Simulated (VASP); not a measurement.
# In (I4/mmm) in VASP: notebook, part 2 of 3

VASP 6.6.1.

## Step 3: Single point, LDA (equal xx and yy strain of +2 %)

File INCAR:

```
SYSTEM = In
PREC     = Accurate       ! precision mode
ENCUT    = 520            ! plane-wave cutoff, eV
EDIFF    = 1E-6           ! SCF threshold, eV
ISMEAR   = -1             ! smearing method
SIGMA    = 0.05           ! smearing width, eV
LREAL    = .FALSE.        ! projectors in reciprocal space
LASPH    = .TRUE.         ! aspherical terms in the spheres
NELM     = 80             ! most SCF steps
ALGO     = Normal         ! electronic algorithm
ISIF     = 2              ! what is computed and relaxed
LWAVE    = .FALSE.        ! write WAVECAR
LCHARG   = .FALSE.        ! write CHGCAR
NBANDS   = 12             ! bands
```

File KPOINTS:

```
Automatic mesh
0
G
  14 14 14
  0 0 0
```

File POSCAR:

```
In
1.0
   -1.6586730000      1.6586730000      2.4739500000
    1.6586730000     -1.6586730000      2.4739500000
    1.6586730000      1.6586730000     -2.4739500000
In
1
Direct
    0.0000000000      0.0000000000      0.0000000000
```

Potentials or basis: VASP PAW LDA potentials, release 64 (In_d).

Run with:

```sh
$ cat potpaw_LDA.64/In_d/POTCAR > POTCAR
$ mpirun -np 1 vasp_std > vasp.out
```

OUTCAR:

```text
SYSTEM = In
   PREC = Accurate
   ENCUT = 520
   EDIFF = 1E-6
   ISMEAR = -1
   LREAL = .FALSE.
   LASPH = .TRUE.
   NELM = 80
   ISIF = 2

 ion  position               nearest neighbor table
   1  0.000  0.000  0.000-

  LATTYP: Found a body centered tetragonal cell.
 ALAT       =     3.3173460000
 C/A-ratio  =     1.4915236457

  Lattice vectors:

 A1 = (  -1.6586730000,   1.6586730000,   2.4739500000)
 A2 = (   1.6586730000,  -1.6586730000,   2.4739500000)
 A3 = (   1.6586730000,   1.6586730000,  -2.4739500000)

Analysis of symmetry for initial positions (statically):
=====================================================================
 Subroutine PRICEL returns:
 Original cell was already a primitive cell.

 Routine SETGRP: Setting up the symmetry group for a
 body centered tetragonal supercell.

 Subroutine GETGRP returns: Found 16 space group operations
 (whereof 16 operations were pure point group operations)
 out of a pool of 16 trial point group operations.

The static configuration has the point symmetry D_4h.

Analysis of symmetry for dynamics (positions and initial velocities):
=====================================================================
 Subroutine PRICEL returns:
 Original cell was already a primitive cell.

 Routine SETGRP: Setting up the symmetry group for a
 body centered tetragonal supercell.

 Subroutine GETGRP returns: Found 16 space group operations
 (whereof 16 operations were pure point group operations)
 out of a pool of 16 trial point group operations.

The dynamic configuration has the point symmetry D_4h.

 Subroutine INISYM returns: Found 16 space group operations
 (whereof 16 operations are pure point group operations),
 and found     1 'primitive' translations

----------------------------------------------------------------------------------------

                                     Primitive cell

  volume of cell :      27.2253

  direct lattice vectors                    reciprocal lattice vectors
    -1.658673000  1.658673000  2.473950000     0.000000000  0.301445794  0.202105944
     1.658673000 -1.658673000  2.473950000     0.301445794  0.000000000  0.202105944
     1.658673000  1.658673000 -2.473950000     0.301445794  0.301445794  0.000000000

  length of vectors
     3.409225842  3.409225842  3.409225842     0.362927513  0.362927513  0.426308731

  position of ions in fractional coordinates (direct lattice)
     0.000000000  0.000000000  0.000000000

  ion indices of the primitive-cell ions
   primitive index   ion index
                 1           1

----------------------------------------------------------------------------------------

 KPOINTS: Automatic mesh

Automatic generation of k-mesh.
 Grid dimensions read from file:
 generate k-points for:   14   14   14

 Generating k-lattice:

  Cartesian coordinates                     Fractional coordinates (reciprocal lattice)
     0.000000000  0.021531842  0.014436139     0.071428571  0.000000000  0.000000000
     0.021531842  0.000000000  0.014436139     0.000000000  0.071428571  0.000000000
     0.021531842  0.021531842  0.000000000     0.000000000  0.000000000  0.071428571

  Length of vectors
     0.025923394  0.025923394  0.030450624

  Shift w.r.t. Gamma in fractional coordinates (k-lattice)
     0.000000000  0.000000000  0.000000000

 Subroutine IBZKPT returns following result:
 ===========================================

 Found    244 irreducible k-points:

 Following reciprocal coordinates:
            Coordinates               Weight
  0.000000  0.000000  0.000000      1.000000
  0.071429 -0.000000  0.000000      8.000000
  0.142857  0.000000  0.000000      8.000000
  0.214286 -0.000000  0.000000      8.000000
  0.285714 -0.000000  0.000000      8.000000
  0.357143  0.000000  0.000000      8.000000
[... 16 lines left out ...]
  0.214286  0.142857 -0.000000     16.000000
  0.285714  0.142857  0.000000     16.000000
 [... further k-points ...]
   k-points           NKPTS =    244   k-points in BZ     NKDIM =    244   number of bands    NBANDS=     12
   number of dos      NEDOS =    301   number of ions     NIONS =      1
   total plane-waves  NPLWV =  21952
   dimension x,y,z NGX =    28 NGY =   28 NGZ =   28
   dimension x,y,z NGXF=    56 NGYF=   56 NGZF=   56
   ions per type =               1
   NGX,Y,Z   is equivalent  to a cutoff of  13.65, 13.65, 13.65 a.u.
   NGXF,Y,Z  is equivalent  to a cutoff of  27.31, 27.31, 27.31 a.u.
 SYSTEM =  In
   PREC   = accura    normal or accurate (medium, high low for compatibility)
   ISTART =      0    job   : 0-new  1-cont  2-samecut
   ICHARG =      2    charge: 1-file 2-atom 10-const
   ISPIN  =      1    spin polarized calculation?
   LNONCOLLINEAR =      F non collinear calculations
   LSORBIT =      F    spin-orbit coupling
   LASPH  =      T    aspherical Exc in radial PAW
   ENCUT  =  520.0 eV  38.22 Ry    6.18 a.u.   6.34  6.34  6.34*2*pi/ulx,y,z
   NELM   =     80;   NELMIN=  2; NELMDL= -5     # of ELM steps
   EDIFF  = 0.1E-05   stopping-criterion for ELM
   LREAL  =      F    real-space projection
   EDIFFG = 0.1E-04   stopping-criterion for IOM
   NSW    =      0    number of steps for IOM
   IBRION =     -1    ionic relax: 0-MD 1-quasi-New 2-CG
   NFREE  =      0    steps in history (QN), initial steepest desc. (CG)
   ISIF   =      2    stress and relaxation
   ISYM   =      2    0-nonsym 1-usesym 2-fastsym
   POTIM  = 0.5000    time-step for ionic-motion
   TEBEG  =    0.0;   TEEND  =   0.0 temperature during run
   PSTRESS=    0.0 pullay stress
   NELECT =      13.0000    total number of electrons
   NUPDOWN=      -1.0000    fix difference up-down
   EMIN   =  10.00;   EMAX   =-10.00  energy-range for DOS
   EFERMI =   0.00;   METHOD = LEGACY
   ISMEAR =    -1;   SIGMA  =   0.05  broadening in eV -4-tet -1-fermi 0-gaus
   EFERMI_NEDOS =   21; number of points for ismear=-14 and -15
   IALGO  =     38    algorithm
   IMIX   =      4    mixing-type and parameters
     AMIX     =   0.40;   BMIX     =  1.00
     AMIX_MAG =   1.60;   BMIX_MAG =  1.00
  volume/ion in A,a.u.               =      27.23       183.73
  Fermi-wavevector in a.u.,A,eV,Ry     =   1.279573  2.418043 22.276921  1.637308
  Thomas-Fermi vector in A             =   2.412051
   LORBIT       =      0    0 simple, 1 ext, 2 COOP (PROOUT), +10 PAW based schemes
   GGA     = CA    functional components
   LHFCALC =     F    Hartree Fock is set to
   AEXX    =    0.0000 exact exchange contribution
   IVDW    =     0    specifies the selected vdW correction
   LEPSILON=     F    determine dielectric tensor
   LRPA    =     F    only Hartree local field effects (RPA)
 non-spin polarized calculation
  energy-cutoff  :      520.00
  volume of cell :       27.23
 maximum number of plane-waves:       745
 NGX is ok and might be reduce to    28
   NGX = 13   NGY = 13   NGZ = 13

 number of electron      12.9999997 magnetization

 Free energy of the ion-electron system (eV)
  ---------------------------------------------------
  ext. energy  EPLUGINS =         0.00000000
  ---------------------------------------------------
  free energy    TOTEN  =        -3.18549836 eV

  energy without entropy =       -3.18155095  energy(sigma->0) =       -3.18352465

 E-fermi :   6.7909     XC(G=0): -10.3391

 val. band max:        6.7594583035   @ k =  -0.1429   0.3571   0.0714
 cond. band min:       6.7921440646   @ k =   0.3571   0.3571   0.0000
 fundamental gap:      0.0326857610
 Fermi energy:         6.7908949330

 k-point     1 :       0.0000    0.0000    0.0000
  band No.  band energies     occupation
      1      -7.7855      2.00000
      2      -7.7165      2.00000
      3      -7.7165      2.00000
      4      -7.6188      2.00000
      5      -7.5498      2.00000
      6      -2.5223      2.00000
      7      16.8372      0.00000
      8      16.8372      0.00000
      9      16.9487      0.00000
     10      18.3471      0.00000
     11      20.4432      0.00000
     12      20.5518      0.00000

 k-point     2 :       0.0714   -0.0000    0.0000
  band No.  band energies     occupation
      1      -7.7787      2.00000
      2      -7.7160      2.00000
      3      -7.7089      2.00000
      4      -7.6181      2.00000
      5      -7.5522      2.00000
      6      -2.4141      2.00000
      7      15.5866      0.00000
      8      16.6766      0.00000
      9      16.6950      0.00000
     10      18.1084      0.00000
     11      20.8128      0.00000
     12      20.8424      0.00000
[... 316 lines left out ...]
 k-point    24 :       0.2857    0.1429    0.0000
  band No.  band energies     occupation
      1      -7.7457      2.00000
      2      -7.7184      2.00000
      3      -7.6682      2.00000
      4      -7.5480      2.00000
      5      -7.4977      2.00000
      6       0.2259      2.00000
      7       7.7625      0.00000
      8      11.7596      0.00000
      9      14.8685      0.00000
     10      17.4377      0.00000
     11      19.5660      0.00000
     12      20.6639      0.00000

 [... further k-points ...]
[... 5 lines left out ...]
  --------------------------------------------------------------------------------------
  -------------------------------------------------------------------------------------
  Total       -0.7108779     -0.7108779     -0.6023729      0.0000000      0.0000000      0.0000000
  in kB      -41.8343603    -41.8343603    -35.4489661      0.0000000      0.0000000      0.0000000
  external PRESSURE =     -39.7058956 kB  Pullay stress =       0.0000000 kB

 VOLUME and BASIS-vectors are now :
 -----------------------------------------------------------------------------
  energy-cutoff  :      520.00
  volume of cell :       27.23
      direct lattice vectors                 reciprocal lattice vectors
    -1.658673000  1.658673000  2.473950000     0.000000000  0.301445794  0.202105944
     1.658673000 -1.658673000  2.473950000     0.301445794  0.000000000  0.202105944
     1.658673000  1.658673000 -2.473950000     0.301445794  0.301445794  0.000000000

 POSITION                                       TOTAL-FORCE (eV/Angst)
 -----------------------------------------------------------------------------------
      0.00000      0.00000      0.00000        -0.000000      0.000000      0.000000
 -----------------------------------------------------------------------------------
    total drift:                                0.000000     -0.000000      0.000000

  FREE ENERGIE OF THE ION-ELECTRON SYSTEM (eV)
  ---------------------------------------------------
  free  energy   TOTEN  =        -3.1854983559 eV

  energy  without entropy=       -3.1815509501  energy(sigma->0) =       -3.18352465
```

Wall time 83 s (1 thread of AMD EPYC 7R43 (Zen 3), shared host); peak memory 0.16 GiB.

What came out:

| Quantity | Value |
| --- | --- |
| Free energy | -3.1855 eV |
| Pressure | -4.0 GPa |

Caveat: the cell differs from its parent crystal (equal xx and yy strain of +2 %); spin-orbit coupling is left out, which moves the levels of the heavy elements.

(Continued in part 3 of 3.)
